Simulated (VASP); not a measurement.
# K in VASP: further runs

Runs on K. Level: PBEsol. Tasks: single point.

Program: VASP 6.6.1. These are calculated values, not measurements. Logs are shortened: lines on timing, memory, paths and dates and some standing lists are left out, and cuts for length are marked.

### Step 1. The cell of the first run

It takes space group I4/mmm (No. 139, tetragonal). The conventional cell has a = 5.422 Å, b = 5.422 Å, c = 5.341 Å, α = 90.00°, β = 90.00°, γ = 90.00°.

### Step 2. Single point, PBEsol (z stretched by -1 % at fixed volume)

The input, INCAR:

```
PREC = Accurate ; ENCUT = 520
EDIFF = 1E-7 ; ISMEAR = -1
SIGMA = 0.05 ; LREAL = False
LASPH = True ; NELM = 100
ALGO = Normal ; ISIF = 2
LWAVE = False ; LCHARG = True
GGA = PS ; LELF = True
LVHAR = True ; NBANDS = 10
```

The input, KPOINTS:

```
Automatic mesh
0
Gamma
  10 10 10
```

The input, POSCAR:

```
K
1.0
   -2.7111483183      2.7111483183      2.6705829315
    2.7111483183     -2.7111483183      2.6705829315
    2.7111483183      2.7111483183     -2.6705829315
K
1
Direct
    0.0000000000      0.0000000000      0.0000000000
```

Potentials or basis: VASP PAW PBE potentials, release 64 (K_sv).

The run is started by

```sh
$ cat potpaw_PBE.64/K_sv/POTCAR > POTCAR
$ mpirun -np 1 vasp_std > vasp.out
```

OUTCAR:

```text
PREC = Accurate
   ENCUT = 520
   EDIFF = 1E-7
   ISMEAR = -1
   LREAL = False
   LASPH = True
   NELM = 100
   ISIF = 2
   GGA = PS

 ion  position               nearest neighbor table
   1  0.000  0.000  0.000-

  LATTYP: Found a body centered tetragonal cell.
 ALAT       =     5.4222966366
 C/A-ratio  =     0.9850375627

  Lattice vectors:

 A1 = (  -2.7111483183,   2.7111483183,   2.6705829315)
 A2 = (   2.7111483183,  -2.7111483183,   2.6705829315)
 A3 = (   2.7111483183,   2.7111483183,  -2.6705829315)

Analysis of symmetry for initial positions (statically):
=====================================================================
 Subroutine PRICEL returns:
 Original cell was already a primitive cell.

 Routine SETGRP: Setting up the symmetry group for a
 body centered tetragonal supercell.

 Subroutine GETGRP returns: Found 16 space group operations
 (whereof 16 operations were pure point group operations)
 out of a pool of 16 trial point group operations.

The static configuration has the point symmetry D_4h.

Analysis of symmetry for dynamics (positions and initial velocities):
=====================================================================
 Subroutine PRICEL returns:
 Original cell was already a primitive cell.

 Routine SETGRP: Setting up the symmetry group for a
 body centered tetragonal supercell.

 Subroutine GETGRP returns: Found 16 space group operations
 (whereof 16 operations were pure point group operations)
 out of a pool of 16 trial point group operations.

The dynamic configuration has the point symmetry D_4h.

 Subroutine INISYM returns: Found 16 space group operations
 (whereof 16 operations are pure point group operations),
 and found     1 'primitive' translations

----------------------------------------------------------------------------------------

                                     Primitive cell

  volume of cell :      78.5186

  direct lattice vectors                    reciprocal lattice vectors
    -2.711148318  2.711148318  2.670582931     0.000000000  0.184423698  0.187225041
     2.711148318 -2.711148318  2.670582931     0.184423698  0.000000000  0.187225041
     2.711148318  2.711148318 -2.670582931     0.184423698  0.184423698  0.000000000

  length of vectors
[... 81 lines left out ...]
   LREAL  =      F    real-space projection
   EDIFFG = 0.1E-05   stopping-criterion for IOM
   NSW    =      0    number of steps for IOM
   IBRION =     -1    ionic relax: 0-MD 1-quasi-New 2-CG
   NFREE  =      0    steps in history (QN), initial steepest desc. (CG)
   ISIF   =      2    stress and relaxation
   ISYM   =      2    0-nonsym 1-usesym 2-fastsym
   POTIM  = 0.5000    time-step for ionic-motion
   TEBEG  =    0.0;   TEEND  =   0.0 temperature during run
   PSTRESS=    0.0 pullay stress
   NELECT =       9.0000    total number of electrons
   NUPDOWN=      -1.0000    fix difference up-down
   EMIN   =  10.00;   EMAX   =-10.00  energy-range for DOS
   EFERMI =   0.00;   METHOD = LEGACY
   ISMEAR =    -1;   SIGMA  =   0.05  broadening in eV -4-tet -1-fermi 0-gaus
   EFERMI_NEDOS =   21; number of points for ismear=-14 and -15
   IALGO  =     38    algorithm
   IMIX   =      4    mixing-type and parameters
     AMIX     =   0.40;   BMIX     =  1.00
     AMIX_MAG =   1.60;   BMIX_MAG =  1.00
  volume/ion in A,a.u.               =      78.52       529.87
  Fermi-wavevector in a.u.,A,eV,Ry     =   0.795240  1.502785  8.604411  0.632406
  Thomas-Fermi vector in A             =   1.901529
   LORBIT       =      0    0 simple, 1 ext, 2 COOP (PROOUT), +10 PAW based schemes
   GGA     = PS    functional components
   LHFCALC =     F    Hartree Fock is set to
   AEXX    =    0.0000 exact exchange contribution
   IVDW    =     0    specifies the selected vdW correction
   LEPSILON=     F    determine dielectric tensor
   LRPA    =     F    only Hartree local field effects (RPA)
 non-spin polarized calculation
  energy-cutoff  :      520.00
  volume of cell :       78.52
 maximum number of plane-waves:      2126
   NGX = 17   NGY = 17   NGZ = 17

 number of electron       8.9999999 magnetization

 Free energy of the ion-electron system (eV)
  ---------------------------------------------------
  ext. energy  EPLUGINS =         0.00000000
  ---------------------------------------------------
  free energy    TOTEN  =        -1.12666353 eV

  energy without entropy =       -1.11860988  energy(sigma->0) =       -1.12263670

 E-fermi :  -0.3021     XC(G=0):  -5.5366

 val. band max:       -0.3160752564   @ k =   0.5000   0.2000   0.0000
 cond. band min:      -0.2924204139   @ k =   0.3000   0.2000   0.0000
 fundamental gap:      0.0236548425
 Fermi energy:        -0.3020857581

 k-point     1 :       0.0000    0.0000    0.0000
  band No.  band energies     occupation
      1     -32.3396      2.00000
      2     -15.8532      2.00000
      3     -15.8530      2.00000
      4     -15.8530      2.00000
      5      -2.3666      2.00000
      6       3.8816      0.00000
      7       3.9546      0.00000
      8       3.9546      0.00000
      9       4.7610      0.00000
     10       4.8577      0.00000
[... 287 lines left out ...]
 k-point    24 :       0.4000    0.3000    0.0000
  band No.  band energies     occupation
      1     -32.3362      2.00000
      2     -15.8951      2.00000
      3     -15.8846      2.00000
      4     -15.8596      2.00000
      5       0.4219      0.00000
      6       1.1151      0.00000
      7       1.5039      0.00000
      8       4.0697      0.00000
      9       4.8351      0.00000
     10       5.0997      0.00000

 [... further k-points ...]

------------------------ aborting loop because EDIFF is reached ----------------------------------------

  FORCE on cell =-STRESS in cart. coord.  units (eV):
  Direction    XX          YY          ZZ          XY          YZ          ZX
  --------------------------------------------------------------------------------------
  -------------------------------------------------------------------------------------
  Total       -0.1536614     -0.1536614     -0.1591386      0.0000000      0.0000000      0.0000000
  in kB       -3.1354699     -3.1354699     -3.2472341      0.0000000      0.0000000      0.0000000
  external PRESSURE =      -3.1727246 kB  Pullay stress =       0.0000000 kB

 VOLUME and BASIS-vectors are now :
 -----------------------------------------------------------------------------
  energy-cutoff  :      520.00
  volume of cell :       78.52
      direct lattice vectors                 reciprocal lattice vectors
    -2.711148318  2.711148318  2.670582931     0.000000000  0.184423698  0.187225041
     2.711148318 -2.711148318  2.670582931     0.184423698  0.000000000  0.187225041
     2.711148318  2.711148318 -2.670582931     0.184423698  0.184423698  0.000000000

 POSITION                                       TOTAL-FORCE (eV/Angst)
 -----------------------------------------------------------------------------------
      0.00000      0.00000      0.00000         0.000000     -0.000000     -0.000000
 -----------------------------------------------------------------------------------
    total drift:                               -0.000000      0.000000      0.000000

  FREE ENERGIE OF THE ION-ELECTRON SYSTEM (eV)
  ---------------------------------------------------
  free  energy   TOTEN  =        -1.1266635288 eV

  energy  without entropy=       -1.1186098776  energy(sigma->0) =       -1.12263670
```

OSZICAR:

```text
N       E                     dE             d eps       ncg     rms          rms(c)
DAV:   1     0.467468675593E+02    0.46747E+02   -0.35285E+03  2040   0.681E+02
DAV:   2     0.604638309212E+00   -0.46142E+02   -0.45581E+02  2196   0.191E+02
DAV:   3    -0.106560837687E+01   -0.16702E+01   -0.16640E+01  3166   0.290E+01
DAV:   4    -0.112623638156E+01   -0.60628E-01   -0.60434E-01  2850   0.452E+00
DAV:   5    -0.112820734093E+01   -0.19710E-02   -0.19706E-02  3122   0.563E-01    0.178E+00
DAV:   6    -0.112687175015E+01    0.13356E-02   -0.31080E-03  3160   0.369E-01    0.114E+00
DAV:   7    -0.112661858267E+01    0.25317E-03   -0.54663E-03  3058   0.460E-01    0.803E-02
DAV:   8    -0.112664733560E+01   -0.28753E-04   -0.32133E-04  2770   0.202E-01    0.290E-02
DAV:   9    -0.112666547579E+01   -0.18140E-04   -0.20259E-05  2584   0.406E-02    0.177E-02
DAV:  10    -0.112666383292E+01    0.16429E-05   -0.63008E-06  3044   0.193E-02    0.255E-03
DAV:  11    -0.112666355210E+01    0.28082E-06   -0.10843E-07  2330   0.270E-03    0.326E-04
DAV:  12    -0.112666352880E+01    0.23294E-07   -0.58536E-09  1524   0.524E-04
   1 F= -.11266635E+01 E0= -.11226367E+01  d E =-.805365E-02
```

Run time: 86 s. Hardware: 1 thread of Intel Xeon Platinum 8259CL at 2.50GHz (Skylake/Cascade Lake), shared host; peak memory 0.23 GiB.

What came out:

- Free energy: -1.1267 eV
- Pressure: -0.3 GPa
- Band gap on the k mesh: zero (an odd number of electrons rules out a gap without spin polarisation)

Levels at points of the mesh, in eV from the Fermi level:
```
           k point  band 1  band 2  band 3  band 4  band 5  band 6  band 7  band 8  band 9  band 10
(0.00, 0.00, 0.00)  -32.04  -15.55  -15.55  -15.55   -2.06    4.18    4.26    4.26    5.06     5.16
(0.50, 0.00, 0.00)  -32.03  -15.61  -15.57  -15.55    0.46    0.67    3.11    4.75    5.64     5.69
(0.50, 0.50, 0.00)  -32.03  -15.61  -15.57  -15.55    0.42    0.63    3.20    4.71    5.59     5.79
(0.50, 0.50, 0.50)  -32.03  -15.59  -15.59  -15.59    1.68    1.73    3.25    3.25    3.41     5.15
```

Caveat: the PAW data sets were made with another functional, which shifts forces and pressure a little.

### Step 3. Single point, PBEsol (equal xy, yz and zx shear strains of -1 %)

The input, INCAR:

```
SYSTEM = K
PREC = Accurate
ENCUT = 520
EDIFF = 1E-6
ISMEAR = -1
SIGMA = 0.05
LREAL = .False.
LASPH = .True.
NELM = 60
ALGO = Normal
ISIF = 2
LWAVE = .False.
LCHARG = .False.
GGA = PS
NBANDS = 10
```

The input, KPOINTS:

```
regular mesh
0
Gamma
  10 10 10
  0 0 0
```

The input, POSCAR:

```
K
1.0
   -2.7245341019      2.6975585167      2.6975585167
    2.6975585167     -2.7245341019      2.6975585167
    2.6975585167      2.6975585167     -2.7245341019
K
1
Direct
    0.0000000000      0.0000000000      0.0000000000
```

Potentials or basis: VASP PAW PBE potentials, release 64 (K_sv).

The run is started by

```sh
$ cat potpaw_PBE.64/K_sv/POTCAR > POTCAR
$ mpirun -np 1 vasp_std > vasp.out
```

Wall time 80 s (1 thread of Intel Xeon Platinum 8259CL at 2.50GHz (Skylake/Cascade Lake), shared host); peak memory 0.24 GiB.

The run converged. Its results:

* Free energy: -1.1265 eV
* Pressure: -0.3 GPa
* Band gap on the k mesh: zero (an odd number of electrons rules out a gap without spin polarisation)

Levels at points of the mesh, in eV from the Fermi level:
```
           k point  band 1  band 2  band 3  band 4  band 5  band 6  band 7  band 8
(0.00, 0.00, 0.00)  -32.04  -15.55  -15.55  -15.55   -2.07    4.19    4.25    4.25
(0.50, 0.00, 0.00)  -32.03  -15.61  -15.57  -15.55    0.47    0.68    3.14    4.71
(0.50, 0.50, 0.00)  -32.04  -15.60  -15.57  -15.55    0.42    0.63    3.14    4.76
(0.50, 0.50, 0.50)  -32.03  -15.59  -15.59  -15.59    1.71    1.71    3.30    3.30
```

Caveat: the cell differs from its parent crystal (equal xy, yz and zx shear strains of -1 %); the PAW data sets were made with another functional, which shifts forces and pressure a little.

The gap in the log of VASP goes by the Fermi energy; the results here count the filled bands.